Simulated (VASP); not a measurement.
# TiNi (P4/mmm) in VASP: a series of runs

TiNi is run at these levels: PBEsol; tasks: single point.

All numbers are computed with VASP 6.6.1; they aren't measurements. Logs are shortened: lines on timing, memory, paths and dates and some standing lists are left out, and cuts for length are marked.

### Step 1. The cell of the first run

The structure is tetragonal, space group P4/mmm (No. 123). The conventional cell has a = 2.717 Å, b = 2.717 Å, c = 3.557 Å, α = 90.00°, β = 90.00°, γ = 90.00°. Ni (site symmetry 4/mmm) has 8 Ti at 2.62 Å and 6 Ni at 2.72 to 3.56 Å within 3.6 Å. Within 3.6 Å of Ti (site symmetry 4/mmm) lie 8 Ni at 2.62 Å and 6 Ti at 2.72 to 3.56 Å.

### Step 2. Single point, PBEsol, collinear spin, ferromagnetic start (13.13 Å³/atom)

File INCAR:

```
SYSTEM = TiNi
PREC = Accurate ; ENCUT = 520
EDIFF = 1E-7 ; ISMEAR = -1
SIGMA = 0.05 ; LREAL = .False.
LASPH = .True. ; NELM = 150
ALGO = Normal ; ISIF = 2
LWAVE = .False. ; LCHARG = .False.
ISPIN = 2 ; MAGMOM = 1 1
LORBIT = 11 ; LMAXMIX = 4
GGA = PS ; NBANDS = 22
```

File KPOINTS:

```
Automatic mesh
0
Gamma
  10 10 8
  0 0 0
```

File POSCAR:

```
TiNi
1.0
    2.7174413528      0.0000000000      0.0000000000
    0.0000000000      2.7174413528      0.0000000000
    0.0000000000      0.0000000000      3.5573729670
Ni Ti
1 1
Direct
    0.0000000000      0.0000000000      0.0000000000
    0.5000000000      0.5000000000      0.5000000000
```

Potentials or basis: VASP PAW PBE potentials, release 64 (Ni, Ti_sv).

Launch:

```bash
$ cat potpaw_PBE.64/Ni/POTCAR potpaw_PBE.64/Ti_sv/POTCAR > POTCAR
$ mpirun -np 1 vasp_std > vasp.out
```

OUTCAR:

```text
SYSTEM = TiNi
   PREC = Accurate
   ENCUT = 520
   EDIFF = 1E-7
   ISMEAR = -1
   LREAL = .False.
   LASPH = .True.
   NELM = 150
   ISIF = 2
   ISPIN = 2
   LORBIT = 11
   GGA = PS

 ion  position               nearest neighbor table
   1  0.000  0.000  0.000-   2 2.62   2 2.62   2 2.62   2 2.62   2 2.62   2 2.62   2 2.62   2 2.62

   2  0.500  0.500  0.500-   1 2.62   1 2.62   1 2.62   1 2.62   1 2.62   1 2.62   1 2.62   1 2.62

  LATTYP: Found a simple tetragonal cell.
 ALAT       =     2.7174413528
 C/A-ratio  =     1.3090891413

  Lattice vectors:

 A1 = (   2.7174413528,   0.0000000000,   0.0000000000)
 A2 = (   0.0000000000,   2.7174413528,   0.0000000000)
 A3 = (   0.0000000000,   0.0000000000,   3.5573729670)

Analysis of symmetry for initial positions (statically):
=====================================================================
 Subroutine PRICEL returns:
 Original cell was already a primitive cell.

 Routine SETGRP: Setting up the symmetry group for a
 simple tetragonal supercell.

 Subroutine GETGRP returns: Found 16 space group operations
 (whereof 16 operations were pure point group operations)
 out of a pool of 16 trial point group operations.

The static configuration has the point symmetry D_4h.

Analysis of symmetry for dynamics (positions and initial velocities):
=====================================================================
 Subroutine PRICEL returns:
 Original cell was already a primitive cell.

 Routine SETGRP: Setting up the symmetry group for a
 simple tetragonal supercell.

 Subroutine GETGRP returns: Found 16 space group operations
 (whereof 16 operations were pure point group operations)
 out of a pool of 16 trial point group operations.

The dynamic configuration has the point symmetry D_4h.

Analysis of structural, dynamic, and magnetic symmetry:
=====================================================================
 Subroutine PRICEL returns:
 Original cell was already a primitive cell.

 Routine SETGRP: Setting up the symmetry group for a
 simple tetragonal supercell.

 Subroutine GETGRP returns: Found 16 space group operations
 (whereof 16 operations were pure point group operations)
 out of a pool of 16 trial point group operations.

The overall configuration has the point symmetry D_4h.

 Subroutine INISYM returns: Found 16 space group operations
 (whereof 16 operations are pure point group operations),
 and found     1 'primitive' translations

----------------------------------------------------------------------------------------

                                     Primitive cell

  volume of cell :      26.2694

  direct lattice vectors                    reciprocal lattice vectors
     2.717441353  0.000000000  0.000000000     0.367993222  0.000000000  0.000000000
     0.000000000  2.717441353  0.000000000     0.000000000  0.367993222  0.000000000
     0.000000000  0.000000000  3.557372967     0.000000000  0.000000000  0.281106313

  length of vectors
     2.717441353  2.717441353  3.557372967     0.367993222  0.367993222  0.281106313

  position of ions in fractional coordinates (direct lattice)
     0.000000000  0.000000000  0.000000000
     0.500000000  0.500000000  0.500000000

  ion indices of the primitive-cell ions
   primitive index   ion index
                 1           1
                 2           2

----------------------------------------------------------------------------------------

 KPOINTS: Automatic mesh

Automatic generation of k-mesh.
 Grid dimensions read from file:
 generate k-points for:   10   10    8

 Generating k-lattice:

  Cartesian coordinates                     Fractional coordinates (reciprocal lattice)
     0.036799322  0.000000000  0.000000000     0.100000000  0.000000000  0.000000000
     0.000000000  0.036799322  0.000000000     0.000000000  0.100000000  0.000000000
     0.000000000  0.000000000  0.035138289     0.000000000  0.000000000  0.125000000

  Length of vectors
     0.036799322  0.036799322  0.035138289

  Shift w.r.t. Gamma in fractional coordinates (k-lattice)
     0.000000000  0.000000000  0.000000000

 Subroutine IBZKPT returns following result:
 ===========================================

 Found    105 irreducible k-points:

 Following reciprocal coordinates:
            Coordinates               Weight
  0.000000  0.000000  0.000000      1.000000
  0.100000  0.000000  0.000000      4.000000
  0.200000  0.000000  0.000000      4.000000
  0.300000  0.000000  0.000000      4.000000
  0.400000  0.000000  0.000000      4.000000
  0.500000  0.000000  0.000000      2.000000
[... 16 lines left out ...]
  0.100000  0.000000  0.125000      8.000000
  0.200000  0.000000  0.125000      8.000000
 [... further k-points ...]
   k-points           NKPTS =    105   k-points in BZ     NKDIM =    105   number of bands    NBANDS=     22
   number of dos      NEDOS =    301   number of ions     NIONS =      2
   total plane-waves  NPLWV =  11200
   dimension x,y,z NGX =    20 NGY =   20 NGZ =   28
   dimension x,y,z NGXF=    40 NGYF=   40 NGZF=   56
   ions per type =               1   1
   NGX,Y,Z   is equivalent  to a cutoff of  12.24, 12.24, 13.09 a.u.
   NGXF,Y,Z  is equivalent  to a cutoff of  24.47, 24.47, 26.17 a.u.
 SYSTEM =  TiNi
   PREC   = accura    normal or accurate (medium, high low for compatibility)
   ISTART =      0    job   : 0-new  1-cont  2-samecut
   ICHARG =      2    charge: 1-file 2-atom 10-const
   ISPIN  =      2    spin polarized calculation?
   LNONCOLLINEAR =      F non collinear calculations
   LSORBIT =      F    spin-orbit coupling
   LASPH  =      T    aspherical Exc in radial PAW
   ENCUT  =  520.0 eV  38.22 Ry    6.18 a.u.   5.05  5.05  6.61*2*pi/ulx,y,z
   NELM   =    150;   NELMIN=  2; NELMDL= -5     # of ELM steps
   EDIFF  = 0.1E-06   stopping-criterion for ELM
   LREAL  =      F    real-space projection
   EDIFFG = 0.1E-05   stopping-criterion for IOM
   NSW    =      0    number of steps for IOM
   IBRION =     -1    ionic relax: 0-MD 1-quasi-New 2-CG
   NFREE  =      0    steps in history (QN), initial steepest desc. (CG)
   ISIF   =      2    stress and relaxation
   ISYM   =      2    0-nonsym 1-usesym 2-fastsym
   POTIM  = 0.5000    time-step for ionic-motion
   TEBEG  =    0.0;   TEEND  =   0.0 temperature during run
   PSTRESS=    0.0 pullay stress
   NELECT =      22.0000    total number of electrons
   NUPDOWN=      -1.0000    fix difference up-down
   EMIN   =  10.00;   EMAX   =-10.00  energy-range for DOS
   EFERMI =   0.00;   METHOD = LEGACY
   ISMEAR =    -1;   SIGMA  =   0.05  broadening in eV -4-tet -1-fermi 0-gaus
   EFERMI_NEDOS =   21; number of points for ismear=-14 and -15
   IALGO  =     38    algorithm
   IMIX   =      4    mixing-type and parameters
     AMIX     =   0.40;   BMIX     =  1.00
     AMIX_MAG =   1.60;   BMIX_MAG =  1.00
  volume/ion in A,a.u.               =      13.13        88.64
  Fermi-wavevector in a.u.,A,eV,Ry     =   1.543118  2.916070 32.398372  2.381213
  Thomas-Fermi vector in A             =   2.648826
   LORBIT       =     11    0 simple, 1 ext, 2 COOP (PROOUT), +10 PAW based schemes
   GGA     = PS    functional components
   LHFCALC =     F    Hartree Fock is set to
   AEXX    =    0.0000 exact exchange contribution
   IVDW    =     0    specifies the selected vdW correction
   LEPSILON=     F    determine dielectric tensor
   LRPA    =     F    only Hartree local field effects (RPA)
 spin polarized calculation
  energy-cutoff  :      520.00
  volume of cell :       26.27
 maximum number of plane-waves:       720
   NGX = 11   NGY = 11   NGZ = 13

 number of electron      22.0000023 magnetization       0.0000943

 Free energy of the ion-electron system (eV)
  ---------------------------------------------------
  ext. energy  EPLUGINS =         0.00000000
  ---------------------------------------------------
  free energy    TOTEN  =       -15.17473208 eV

  energy without entropy =      -15.15422209  energy(sigma->0) =      -15.16447709

 E-fermi :   9.4192     XC(G=0): -12.7390

 val. band max:        9.4178692701   @ k =   0.5000   0.1000   0.5000
 cond. band min:       9.4200227047   @ k =   0.2000   0.1000   0.5000
 fundamental gap:      0.0021534346
 Fermi energy:         9.4192396372

 spin component 1

 k-point     1 :       0.0000    0.0000    0.0000
  band No.  band energies     occupation
      1     -47.1600      1.00000
      2     -23.5002      1.00000
      3     -23.1457      1.00000
      4     -23.1457      1.00000
      5       1.7462      1.00000
      6       5.4557      1.00000
[... 14 lines left out ...]
     21      28.5870      0.00000
     22      30.4761      0.00000
[... 552 lines left out ...]
  band No.  band energies     occupation
      1     -47.1279      1.00000
      2     -23.4834      1.00000
      3     -23.3852      1.00000
      4     -23.1248      1.00000
      5       2.8508      1.00000
      6       5.9642      1.00000
[... 14 lines left out ...]
     21      28.6024      0.00000
     22      29.5653      0.00000

 [... further k-points ...]

 spin component 2

 k-point     1 :       0.0000    0.0000    0.0000
  band No.  band energies     occupation
      1     -47.1599      1.00000
      2     -23.5001      1.00000
      3     -23.1456      1.00000
      4     -23.1456      1.00000
      5       1.7463      1.00000
      6       5.4557      1.00000
[... 14 lines left out ...]
     21      28.5870      0.00000
     22      30.4761      0.00000
[... 552 lines left out ...]
  band No.  band energies     occupation
      1     -47.1279      1.00000
      2     -23.4834      1.00000
      3     -23.3851      1.00000
      4     -23.1248      1.00000
      5       2.8509      1.00000
      6       5.9643      1.00000
[... 14 lines left out ...]
     21      28.6024      0.00000
     22      29.5653      0.00000

 [... further k-points ...]

------------------------ aborting loop because EDIFF is reached ----------------------------------------

  FORCE on cell =-STRESS in cart. coord.  units (eV):
  Direction    XX          YY          ZZ          XY          YZ          ZX
  --------------------------------------------------------------------------------------
  -------------------------------------------------------------------------------------
  Total       -0.4018236     -0.4018236     -0.7828197      0.0000000     -0.0000000      0.0000000
  in kB      -24.5073439    -24.5073439    -47.7444159      0.0000000     -0.0000000      0.0000000
  external PRESSURE =     -32.2530346 kB  Pullay stress =       0.0000000 kB

 VOLUME and BASIS-vectors are now :
 -----------------------------------------------------------------------------
  energy-cutoff  :      520.00
  volume of cell :       26.27
      direct lattice vectors                 reciprocal lattice vectors
     2.717441353  0.000000000  0.000000000     0.367993222  0.000000000  0.000000000
     0.000000000  2.717441353  0.000000000     0.000000000  0.367993222  0.000000000
     0.000000000  0.000000000  3.557372967     0.000000000  0.000000000  0.281106313

 POSITION                                       TOTAL-FORCE (eV/Angst)
 -----------------------------------------------------------------------------------
      0.00000      0.00000      0.00000         0.000000      0.000000      0.000000
      1.35872      1.35872      1.77869         0.000000      0.000000      0.000000
 -----------------------------------------------------------------------------------
    total drift:                               -0.000000      0.000000      0.000000

  FREE ENERGIE OF THE ION-ELECTRON SYSTEM (eV)
  ---------------------------------------------------
  free  energy   TOTEN  =       -15.1747320828 eV

  energy  without entropy=      -15.1542220886  energy(sigma->0) =      -15.16447709

 total charge

# of ion       s       p       d       tot
------------------------------------------
    1        0.557   0.500   8.310   9.367
    2        2.253   6.154   1.929  10.336
--------------------------------------------------
tot          2.810   6.653  10.240  19.703

 magnetization (x)

# of ion       s       p       d       tot
------------------------------------------
    1        0.000  -0.000   0.000   0.000
    2        0.000  -0.000   0.000   0.000
--------------------------------------------------
tot          0.000  -0.000   0.000   0.000
```

It took 3.1 min on 1 thread of Intel Xeon Platinum 8175M at 2.50GHz (Skylake/Cascade Lake), shared host; peak memory 0.21 GiB.

What came out:

```yaml
Free_energy: -15.1747 eV
Pressure: -3.2 GPa
Band_gap_on_the_k_mesh: zero (filled and empty bands overlap)
Net_moment: 0.00 μB per cell
Valence_electrons_inside_the_program's_atomic_spheres: Ni 9.37; Ti 10.34
```

Caveat: the cell stands under tension; the PAW data sets were made with another functional, which shifts forces and pressure a little.

### Step 3. Single point, PBEsol, collinear spin, ferromagnetic start

This run uses another cell than the first one, of 13.40 Å³/atom.

File INCAR:

```
PREC = Accurate ; ENCUT = 520
EDIFF = 1E-6 ; ISMEAR = -1
SIGMA = 0.05 ; LREAL = F
LASPH = T ; NELM = 150
ALGO = Fast ; ISIF = 2
LWAVE = F ; LCHARG = F
ISPIN = 2 ; MAGMOM = 1 1
LORBIT = 11 ; LMAXMIX = 4
GGA = PS ; NBANDS = 22
```

File KPOINTS:

```
regular mesh
0
Gamma
  10 10 8
```

File POSCAR:

```
TiNi
1.0
    2.7358030000      0.0000000000      0.0000000000
    0.0000000000      2.7358030000      0.0000000000
    0.0000000000      0.0000000000      3.5814100000
Ni Ti
1 1
Direct
    0.0000000000      0.0000000000      0.0000000000
    0.5000000000      0.5000000000      0.5000000000
```

Potentials or basis: VASP PAW PBE potentials, release 64 (Ni, Ti_sv).

Launch:

```bash
$ cat potpaw_PBE.64/Ni/POTCAR potpaw_PBE.64/Ti_sv/POTCAR > POTCAR
$ mpirun -np 1 vasp_std > vasp.out
```

Run time: 3.8 min. Hardware: 1 thread of Intel Xeon Platinum 8175M at 2.50GHz (Skylake/Cascade Lake), shared host; peak memory 0.21 GiB.

It converged, with:

```
Free energy                                           : -15.1589 eV
Pressure                                              : -6.3 GPa
Band gap on the k mesh                                : zero (filled and empty bands overlap)
Net moment                                            : 0.00 μB per cell
Valence electrons inside the program's atomic spheres : Ni 9.34; Ti 10.31
```

Stress tensor (GPa, compression positive):
```
-5.36  0.00  0.00
 0.00 -5.36  0.00
 0.00  0.00 -8.10
```

Levels at points of the mesh, in eV from the Fermi level:
Spin up:
```csv
k point,band 9,band 10,band 11,band 12,band 13,band 14
"(0.00, 0.00, 0.00)",-1.81,-1.17,-0.28,0.67,2.94,2.94
"(0.50, 0.00, 0.00)",-1.65,-1.44,-0.72,-0.37,0.43,1.58
"(0.50, 0.50, 0.00)",-0.71,0.11,2.16,2.16,2.22,2.22
"(0.00, 0.00, 0.50)",-1.58,-1.58,-1.11,-1.04,1.80,1.95
"(0.50, 0.00, 0.50)",-1.84,-0.24,0.05,0.20,0.64,2.32
"(0.50, 0.50, 0.50)",-1.43,-1.43,-1.42,-0.70,2.75,4.34
```
Spin down:
```tsv
k point	band 9	band 10	band 11	band 12	band 13	band 14
(0.00, 0.00, 0.00)	-1.81	-1.17	-0.27	0.67	2.94	2.94
(0.50, 0.00, 0.00)	-1.65	-1.44	-0.72	-0.37	0.43	1.58
(0.50, 0.50, 0.00)	-0.71	0.11	2.16	2.16	2.22	2.22
(0.00, 0.00, 0.50)	-1.58	-1.58	-1.11	-1.03	1.80	1.95
(0.50, 0.00, 0.50)	-1.84	-0.24	0.05	0.20	0.65	2.32
(0.50, 0.50, 0.50)	-1.43	-1.43	-1.42	-0.70	2.76	4.34
```

Caveat: the cell stands under tension; the PAW data sets were made with another functional, which shifts forces and pressure a little.

### Step 4. Single point, PBEsol, collinear spin, ferromagnetic start (13.40 Å³/atom)

This run uses another cell than the first one, of 13.40 Å³/atom.

File INCAR:

```
SYSTEM = TiNi
  PREC = Accurate
  ENCUT = 520
  EDIFF = 1E-6
  ISMEAR = -1
  SIGMA = 0.05
  LREAL = .False.
  LASPH = .True.
  NELM = 150
  ALGO = Normal
  ISIF = 2
  LWAVE = .False.
  LCHARG = .False.
  ISPIN = 2
  MAGMOM = 1 1
  LORBIT = 11
  LMAXMIX = 4
  GGA = PS
  NBANDS = 22
```

File KPOINTS:

```
regular mesh
0
Gamma
  10 10 8
  0 0 0
```

POSCAR is that of step 3.

Launch:

```bash
$ cat potpaw_PBE.64/Ni/POTCAR potpaw_PBE.64/Ti_sv/POTCAR > POTCAR
$ mpirun -np 1 vasp_std > vasp.out
```

Run time: 3.4 min. Hardware: 1 thread of Intel Xeon Platinum 8175M at 2.50GHz (Skylake/Cascade Lake), shared host; peak memory 0.21 GiB.

Results (log left out):

```
Free energy                                           : -15.1589 eV
Pressure                                              : -6.2 GPa
Band gap on the k mesh                                : zero (filled and empty bands overlap)
Net moment                                            : 0.00 μB per cell
Valence electrons inside the program's atomic spheres : Ni 9.34; Ti 10.31
```

Stress tensor (GPa, compression positive):
```
-5.34  0.00  0.00
 0.00 -5.34  0.00
 0.00  0.00 -8.08
```

Levels at points of the mesh, in eV from the Fermi level:
Spin up:
| k point | band 7 | band 8 | band 9 | band 10 | band 11 | band 12 | band 13 | band 14 | band 15 | band 16 |
| --- | --- | --- | --- | --- | --- | --- | --- | --- | --- | --- |
| (0.00, 0.00, 0.00) | -3.36 | -1.81 | -1.81 | -1.17 | -0.27 | 0.67 | 2.94 | 2.94 | 3.39 | 3.88 |
| (0.50, 0.00, 0.00) | -2.46 | -2.39 | -1.65 | -1.44 | -0.72 | -0.37 | 0.43 | 1.58 | 2.66 | 5.23 |
| (0.50, 0.50, 0.00) | -3.23 | -3.23 | -0.71 | 0.11 | 2.16 | 2.16 | 2.22 | 2.22 | 2.40 | 4.33 |
| (0.00, 0.00, 0.50) | -2.77 | -1.60 | -1.58 | -1.58 | -1.11 | -1.03 | 1.80 | 1.95 | 1.95 | 3.29 |
| (0.50, 0.00, 0.50) | -1.95 | -1.89 | -1.84 | -0.24 | 0.05 | 0.20 | 0.64 | 2.32 | 2.97 | 3.11 |
| (0.50, 0.50, 0.50) | -2.49 | -2.49 | -1.43 | -1.43 | -1.42 | -0.70 | 2.75 | 4.34 | 7.11 | 8.41 |
Spin down:
```tsv
k point	band 9	band 10	band 11	band 12	band 13	band 14
(0.00, 0.00, 0.00)	-1.81	-1.17	-0.27	0.67	2.94	2.94
(0.50, 0.00, 0.00)	-1.65	-1.44	-0.72	-0.37	0.43	1.58
(0.50, 0.50, 0.00)	-0.71	0.11	2.16	2.16	2.22	2.22
(0.00, 0.00, 0.50)	-1.58	-1.58	-1.11	-1.03	1.80	1.95
(0.50, 0.00, 0.50)	-1.84	-0.24	0.05	0.20	0.64	2.32
(0.50, 0.50, 0.50)	-1.43	-1.43	-1.42	-0.70	2.75	4.34
```

Caveat: the cell stands under tension; the PAW data sets were made with another functional, which shifts forces and pressure a little.

(Part 1 of 2 ends here.)
